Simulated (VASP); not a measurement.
# Si16Ge (a cell with a defect) in VASP: notebook

Si16Ge (a cell with a defect) is run at these levels: PBEsol; tasks: single point.

All numbers are computed with VASP 6.6.1; they aren't measurements. Logs are shortened: lines on timing, memory, paths and dates and some standing lists are left out, and cuts for length are marked.

## 1. The cell of the first run

The cell holds a defect, 17 atoms: a = 7.679 Å, b = 7.679 Å, c = 7.679 Å, α = 60.00°, β = 60.00°, γ = 60.00°.

## 2. Single point, PBEsol

INCAR

```
ALGO     = Normal         # electronic algorithm
EDIFF    = 1E-6           # SCF threshold, eV
ENCUT    = 520            # plane-wave cutoff, eV
GGA      = PS             # functional
ISIF     = 2              # what is computed and relaxed
ISMEAR   = 0              # smearing method
LASPH    = True           # aspherical terms in the spheres
LCHARG   = False          # write CHGCAR
LREAL    = Auto         
LWAVE    = False          # write WAVECAR
NBANDS   = 53             # bands
NELM     = 80             # most SCF steps
PREC     = Accurate       # precision mode
SIGMA    = 0.05           # smearing width, eV
```

KPOINTS

```
k-points
0
Gamma
  2 2 2
```

POSCAR

```
Si16Ge
1.0
    0.0000000000      5.4300000000      5.4300000000
    5.4300000000      0.0000000000      5.4300000000
    5.4300000000      5.4300000000      0.0000000000
Si Ge
16 1
Direct
   -0.0045681778      0.0047422475     -0.0046819735
    0.1209687763      0.1371326461      0.1209652056
   -0.0045129179      0.0047364063      0.5041833197
    0.1273218116      0.1244763649      0.6239612296
   -0.0002920308      0.5009000554     -0.0007676249
    0.1212036463      0.6211874748      0.1211380766
   -0.0044397806      0.4958516373      0.5041347650
    0.1213667473      0.6215429387      0.6356276263
    0.5043567162      0.0047432969     -0.0046600940
    0.6240729441      0.1244407388      0.1272791963
    0.4999517214      0.0001466407      0.4998818545
    0.6241355949      0.1245114432      0.6239900794
    0.5043248420      0.4958023583     -0.0046042466
    0.6360619367      0.6213791434      0.1211986115
    0.5042662796      0.4959092972      0.5040998390
    0.6241879295      0.6274444225      0.6240389524
    0.2495542613      0.7513370879      0.2489117831
```

Potentials or basis: VASP PAW PBE potentials, release 64 (Si, Ge_d).

On the command line:

```console
> cat potpaw_PBE.64/Si/POTCAR potpaw_PBE.64/Ge_d/POTCAR > POTCAR
> mpirun -np 1 vasp_std > vasp.out
```

OUTCAR:

```text
EDIFF = 1E-6
   ENCUT = 520
   GGA = PS
   ISIF = 2
   ISMEAR = 0
   LASPH = True
   LREAL = Auto
   NELM = 80
   PREC = Accurate

 ion  position               nearest neighbor table
   1  0.995  0.005  0.995-   4 2.33  10 2.33   6 2.41   2 2.41  17 2.76
   2  0.121  0.137  0.121-   5 2.28   3 2.40   9 2.40   1 2.41  17 2.42
   3  0.995  0.005  0.504-  12 2.33   4 2.33   8 2.40   2 2.40  17 2.76
   4  0.127  0.124  0.624-   3 2.33   1 2.33   7 2.33  11 2.34
   5  1.000  0.501  0.999-   8 2.28  14 2.28   6 2.28   2 2.28
   6  0.121  0.621  0.121-   5 2.28   7 2.40  13 2.40   1 2.41  17 2.42
   7  0.996  0.496  0.504-  16 2.33   4 2.33   8 2.40   6 2.40  17 2.77
   8  0.121  0.622  0.636-   5 2.28  15 2.40   7 2.40   3 2.40  17 2.42
   9  0.504  0.005  0.995-  12 2.33  10 2.33  14 2.40   2 2.40  17 2.76
  10  0.624  0.124  0.127-   9 2.33   1 2.33  13 2.33  11 2.34
  11  0.500  0.000  0.500-  10 2.34   4 2.34  12 2.34  16 2.34
  12  0.624  0.125  0.624-   9 2.33   3 2.33  15 2.33  11 2.34
  13  0.504  0.496  0.995-  16 2.33  10 2.33  14 2.40   6 2.40  17 2.76
  14  0.636  0.621  0.121-   5 2.28  15 2.40  13 2.40   9 2.40  17 2.42
  15  0.504  0.496  0.504-  16 2.33  12 2.33   8 2.40  14 2.40  17 2.77
  16  0.624  0.627  0.624-  13 2.33   7 2.33  15 2.33  11 2.34
  17  0.250  0.751  0.249-   2 2.42   6 2.42  14 2.42   8 2.42   1 2.76   9 2.76   3 2.76  13 2.76
                             7 2.77  15 2.77

  LATTYP: Found a face centered cubic cell.
 ALAT       =    10.8600000000

  Lattice vectors:

 A1 = (   0.0000000000,   5.4300000000,   5.4300000000)
 A2 = (   5.4300000000,   0.0000000000,   5.4300000000)
 A3 = (   5.4300000000,   5.4300000000,   0.0000000000)

Analysis of symmetry for initial positions (statically):
=====================================================================
 Subroutine PRICEL returns:
 Original cell was already a primitive cell.

 Routine SETGRP: Setting up the symmetry group for a
 face centered cubic supercell.

 Subroutine GETGRP returns: Found  1 space group operations
 (whereof  1 operations were pure point group operations)
 out of a pool of 48 trial point group operations.

The static configuration has the point symmetry C_1 .

Analysis of symmetry for dynamics (positions and initial velocities):
=====================================================================
 Subroutine PRICEL returns:
 Original cell was already a primitive cell.

 Routine SETGRP: Setting up the symmetry group for a
 face centered cubic supercell.

 Subroutine GETGRP returns: Found  1 space group operations
 (whereof  1 operations were pure point group operations)
 out of a pool of 48 trial point group operations.

The dynamic configuration has the point symmetry C_1 .

 Subroutine INISYM returns: Found  1 space group operations
 (whereof  1 operations are pure point group operations),
 and found     1 'primitive' translations

----------------------------------------------------------------------------------------

                                     Primitive cell

  volume of cell :     320.2060

  direct lattice vectors                    reciprocal lattice vectors
     0.000000000  5.430000000  5.430000000    -0.092081031  0.092081031  0.092081031
     5.430000000  0.000000000  5.430000000     0.092081031 -0.092081031  0.092081031
     5.430000000  5.430000000  0.000000000     0.092081031  0.092081031 -0.092081031

  length of vectors
     7.679179644  7.679179644  7.679179644     0.159489025  0.159489025  0.159489025

  position of ions in fractional coordinates (direct lattice)
     0.995431822  0.004742247  0.995318027
     0.120968776  0.137132646  0.120965206
     0.995487082  0.004736406  0.504183320
     0.127321812  0.124476365  0.623961230
     0.999707969  0.500900055  0.999232375
     0.121203646  0.621187475  0.121138077
[... 9 lines left out ...]
     0.624187930  0.627444422  0.624038952
     0.249554261  0.751337088  0.248911783

  ion indices of the primitive-cell ions
   primitive index   ion index
                 1           1
                 2           2
                 3           3
                 4           4
                 5           5
                 6           6
[... 9 lines left out ...]
                16          16
                17          17

----------------------------------------------------------------------------------------

 KPOINTS: k-points

Automatic generation of k-mesh.
 Grid dimensions read from file:
 generate k-points for:    2    2    2

 Generating k-lattice:

  Cartesian coordinates                     Fractional coordinates (reciprocal lattice)
    -0.046040516  0.046040516  0.046040516     0.500000000  0.000000000  0.000000000
     0.046040516 -0.046040516  0.046040516     0.000000000  0.500000000  0.000000000
     0.046040516  0.046040516 -0.046040516     0.000000000  0.000000000  0.500000000

  Length of vectors
     0.079744512  0.079744512  0.079744512

  Shift w.r.t. Gamma in fractional coordinates (k-lattice)
     0.000000000  0.000000000  0.000000000

 Subroutine IBZKPT returns following result:
 ===========================================

 Found      8 irreducible k-points:

 Following reciprocal coordinates:
            Coordinates               Weight
  0.000000  0.000000  0.000000      1.000000
  0.500000  0.000000  0.000000      1.000000
  0.000000  0.500000  0.000000      1.000000
  0.000000  0.000000  0.500000      1.000000
  0.500000  0.500000  0.500000      1.000000
  0.500000  0.500000  0.000000      1.000000
  0.000000  0.500000  0.500000      1.000000
  0.500000  0.000000  0.500000      1.000000
   k-points           NKPTS =      8   k-points in BZ     NKDIM =      8   number of bands    NBANDS=     53
   number of dos      NEDOS =    301   number of ions     NIONS =     17
   total plane-waves  NPLWV = 216000
   dimension x,y,z NGX =    60 NGY =   60 NGZ =   60
   dimension x,y,z NGXF=   120 NGYF=  120 NGZF=  120
   ions per type =              16   1
   NGX,Y,Z   is equivalent  to a cutoff of  12.99, 12.99, 12.99 a.u.
   NGXF,Y,Z  is equivalent  to a cutoff of  25.98, 25.98, 25.98 a.u.
 SYSTEM =  unknown system
   PREC   = accura    normal or accurate (medium, high low for compatibility)
   ISTART =      0    job   : 0-new  1-cont  2-samecut
   ICHARG =      2    charge: 1-file 2-atom 10-const
   ISPIN  =      1    spin polarized calculation?
   LNONCOLLINEAR =      F non collinear calculations
   LSORBIT =      F    spin-orbit coupling
   LASPH  =      T    aspherical Exc in radial PAW
   ENCUT  =  520.0 eV  38.22 Ry    6.18 a.u.  14.28 14.28 14.28*2*pi/ulx,y,z
   NELM   =     80;   NELMIN=  2; NELMDL= -5     # of ELM steps
   EDIFF  = 0.1E-05   stopping-criterion for ELM
   LREAL  =      T    real-space projection
   EDIFFG = 0.1E-04   stopping-criterion for IOM
   NSW    =      0    number of steps for IOM
   IBRION =     -1    ionic relax: 0-MD 1-quasi-New 2-CG
   NFREE  =      0    steps in history (QN), initial steepest desc. (CG)
   ISIF   =      2    stress and relaxation
   ISYM   =      2    0-nonsym 1-usesym 2-fastsym
   POTIM  = 0.5000    time-step for ionic-motion
   TEBEG  =    0.0;   TEEND  =   0.0 temperature during run
   PSTRESS=    0.0 pullay stress
   NELECT =      78.0000    total number of electrons
   NUPDOWN=      -1.0000    fix difference up-down
   EMIN   =  10.00;   EMAX   =-10.00  energy-range for DOS
   EFERMI =   0.00;   METHOD = LEGACY
   ISMEAR =     0;   SIGMA  =   0.05  broadening in eV -4-tet -1-fermi 0-gaus
   EFERMI_NEDOS =   21; number of points for ismear=-14 and -15
   IALGO  =     38    algorithm
   IMIX   =      4    mixing-type and parameters
     AMIX     =   0.40;   BMIX     =  1.00
     AMIX_MAG =   1.60;   BMIX_MAG =  1.00
  volume/ion in A,a.u.               =      18.84       127.11
  Fermi-wavevector in a.u.,A,eV,Ry     =   1.022421  1.932096 14.222785  1.045345
  Thomas-Fermi vector in A             =   2.156100
   LORBIT       =      0    0 simple, 1 ext, 2 COOP (PROOUT), +10 PAW based schemes
   GGA     = PS    functional components
   LHFCALC =     F    Hartree Fock is set to
   AEXX    =    0.0000 exact exchange contribution
   IVDW    =     0    specifies the selected vdW correction
   LEPSILON=     F    determine dielectric tensor
   LRPA    =     F    only Hartree local field effects (RPA)
 non-spin polarized calculation
 Gauss-broadening in eV      SIGMA  =   0.05
  energy-cutoff  :      520.00
  volume of cell :      320.21
 maximum number of plane-waves:      8646
 NGX is ok and might be reduce to    60
   NGX = 29   NGY = 29   NGZ = 29

 number of electron      77.9999998 magnetization

 Free energy of the ion-electron system (eV)
  ---------------------------------------------------
  ext. energy  EPLUGINS =         0.00000000
  ---------------------------------------------------
  free energy    TOTEN  =       -92.78725463 eV

  energy without entropy =      -92.77908335  energy(sigma->0) =      -92.78316899

 E-fermi :   6.7943     XC(G=0):  -9.8842

 val. band max:        6.5604236026   @ k =   0.0000   0.0000   0.0000
 cond. band min:       6.7959634017   @ k =   0.0000   0.0000   0.0000
 fundamental gap:      0.2355397991
 Fermi energy:         6.7942658839

 k-point     1 :       0.0000    0.0000    0.0000
  band No.  band energies     occupation
      1     -18.2736      2.00000
      2     -18.2735      2.00000
      3     -18.2735      2.00000
      4     -18.2596      2.00000
      5     -18.2595      2.00000
      6      -6.6128      2.00000
[... 43 lines left out ...]
     50       8.0110      0.00000
     51       8.9829      0.00000

 k-point     2 :       0.5000    0.0000    0.0000
  band No.  band energies     occupation
      1     -18.2736      2.00000
      2     -18.2735      2.00000
      3     -18.2735      2.00000
      4     -18.2596      2.00000
      5     -18.2595      2.00000
      6      -6.2873      2.00000
[... 316 lines left out ...]
 k-point     8 :       0.5000    0.0000    0.5000
  band No.  band energies     occupation
      1     -18.2736      2.00000
      2     -18.2735      2.00000
      3     -18.2735      2.00000
      4     -18.2596      2.00000
      5     -18.2595      2.00000
      6      -6.1837      2.00000
[... 43 lines left out ...]
     50      10.2112      0.00000
     51      10.2161      0.00000
 [bands above 51 left out]

------------------------ aborting loop because EDIFF is reached ----------------------------------------

  FORCE on cell =-STRESS in cart. coord.  units (eV):
  Direction    XX          YY          ZZ          XY          YZ          ZX
  --------------------------------------------------------------------------------------
  -------------------------------------------------------------------------------------
  Total        9.4453740      9.4367196      9.4439658      0.0027479     -0.0038083     -0.0041772
  in kB       47.2607117     47.2174085     47.2536655      0.0137493     -0.0190551     -0.0209008
  external PRESSURE =      47.2439286 kB  Pullay stress =       0.0000000 kB

 VOLUME and BASIS-vectors are now :
 -----------------------------------------------------------------------------
  energy-cutoff  :      520.00
  volume of cell :      320.21
      direct lattice vectors                 reciprocal lattice vectors
     0.000000000  5.430000000  5.430000000    -0.092081031  0.092081031  0.092081031
     5.430000000  0.000000000  5.430000000     0.092081031 -0.092081031  0.092081031
     5.430000000  5.430000000  0.000000000     0.092081031  0.092081031 -0.092081031

 POSITION                                       TOTAL-FORCE (eV/Angst)
 -----------------------------------------------------------------------------------
      5.43033     10.80977      5.43095         0.000402      0.009786     -0.001567
      1.40147      1.31370      1.40149         0.001717     -0.012210      0.006945
      2.76343      8.14321      5.43121        -0.003919      0.001599      0.000069
      4.06402      4.07947      1.36726         0.003828     -0.003868     -0.003243
      8.14572     10.85425      8.14830        -0.001467      0.007909     -0.005097
      4.03083      1.31592      4.03118         0.005233     -0.006544      0.009939
[... 9 lines left out ...]
      6.79555      6.77787      6.79636        -0.002338      0.001496     -0.002144
      5.43135      2.70667      5.43484        -0.005570      0.019203     -0.011757
 -----------------------------------------------------------------------------------
    total drift:                                0.002637     -0.003384      0.002785

  FREE ENERGIE OF THE ION-ELECTRON SYSTEM (eV)
  ---------------------------------------------------
  free  energy   TOTEN  =       -92.7872546275 eV

  energy  without entropy=      -92.7790833451  energy(sigma->0) =      -92.78316899
```

Run time: 97 s. Hardware: 1 thread of Intel Xeon 6975P-C (Granite Rapids), shared host; peak memory 0.49 GiB.

What came out:

* Free energy: -92.7873 eV
* Pressure: 4.7 GPa
* Largest force: 0.023 eV/Å
* Band gap on the k mesh: zero (bands 39 and 40 overlap by 0.31 eV)

Forces in eV/Å, atoms in the order of the input:
```
Si   0.000  0.010 -0.002
Si   0.002 -0.012  0.007
Si  -0.004  0.002  0.000
Si   0.004 -0.004 -0.003
Si  -0.001  0.008 -0.005
Si   0.005 -0.007  0.010
Si  -0.002  0.001  0.001
Si  -0.002 -0.012  0.008
Si   0.001  0.002 -0.007
Si  -0.004 -0.004  0.004
Si  -0.001  0.003 -0.002
Si   0.003  0.002  0.003
Si   0.003  0.003 -0.002
Si   0.005 -0.013  0.002
Si  -0.001  0.000  0.000
Si  -0.002  0.001 -0.002
Ge  -0.006  0.019 -0.012
```

Levels at points of the mesh, in eV from the Fermi level:
| k point | band 36 | band 37 | band 38 | band 39 | band 40 | band 41 | band 42 | band 43 |
| --- | --- | --- | --- | --- | --- | --- | --- | --- |
| (0.00, 0.00, 0.00) | -0.73 | -0.72 | -0.72 | -0.24 | -0.24 | -0.23 | 0.00 | 0.00 |
| (0.50, 0.00, 0.00) | -1.44 | -1.39 | -1.38 | -0.30 | 0.52 | 0.53 | 0.87 | 0.87 |
| (0.00, 0.50, 0.00) | -1.44 | -1.39 | -1.39 | -0.31 | 0.53 | 0.53 | 0.87 | 0.87 |
| (0.00, 0.00, 0.50) | -1.44 | -1.38 | -1.38 | -0.30 | 0.52 | 0.53 | 0.87 | 0.87 |
| (0.50, 0.50, 0.50) | -1.44 | -1.39 | -1.38 | -0.31 | 0.52 | 0.53 | 0.87 | 0.87 |
| (0.50, 0.50, 0.00) | -2.00 | -1.82 | -1.26 | 0.07 | 0.81 | 1.06 | 1.07 | 1.07 |
| (0.00, 0.50, 0.50) | -2.00 | -1.82 | -1.26 | 0.07 | 0.81 | 1.06 | 1.07 | 1.07 |
| (0.50, 0.00, 0.50) | -1.99 | -1.82 | -1.26 | 0.07 | 0.81 | 1.06 | 1.07 | 1.07 |

Caveat: the k points lie up to 0.50 Å⁻¹ apart; the PAW data sets were made with another functional, which shifts forces and pressure a little.

(Part 1 of 3 ends here.)
